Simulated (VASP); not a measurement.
A run of VASP 6.6.1 is set up as follows.

INCAR

```
PREC     = Accurate       # precision mode
ENCUT    = 520            # plane-wave cutoff, eV
EDIFF    = 1E-6           # SCF threshold, eV
ISMEAR   = -1             # smearing method
SIGMA    = 0.02           # smearing width, eV
LREAL    = False          # projectors in reciprocal space
LASPH    = True           # aspherical terms in the spheres
NELM     = 60             # most SCF steps
ALGO     = Normal         # electronic algorithm
ISIF     = 2              # what is computed and relaxed
LWAVE    = False          # write WAVECAR
LCHARG   = True           # write CHGCAR
GGA      = PE             # functional
LELF     = True           # ELF
LVHAR    = True         
NBANDS   = 16             # bands
```

The input KPOINTS:

```
Automatic mesh
0
Gamma
  10 10 10
```

File POSCAR:

```
GaAs
1.0
    0.0000000000      2.8723074153      2.8723074153
    2.8723074153      0.0000000000      2.8723074153
    2.8723074153      2.8723074153      0.0000000000
Ga As
1 1
Direct
    0.0000000000      0.0000000000      0.0000000000
    0.2500000000      0.2500000000      0.2500000000
```

Potentials or basis: VASP PAW PBE potentials, release 64 (Ga_d, As).

The run is started by

```bash
$ cat potpaw_PBE.64/Ga_d/POTCAR potpaw_PBE.64/As/POTCAR > POTCAR
$ mpirun -np 1 vasp_std > vasp.out
```

Problem. What does it give for the band gap on the k mesh?

Solution. 0.17 eV, direct.

Problem. Estimate the pressure.

Solution. 0.2 GPa.
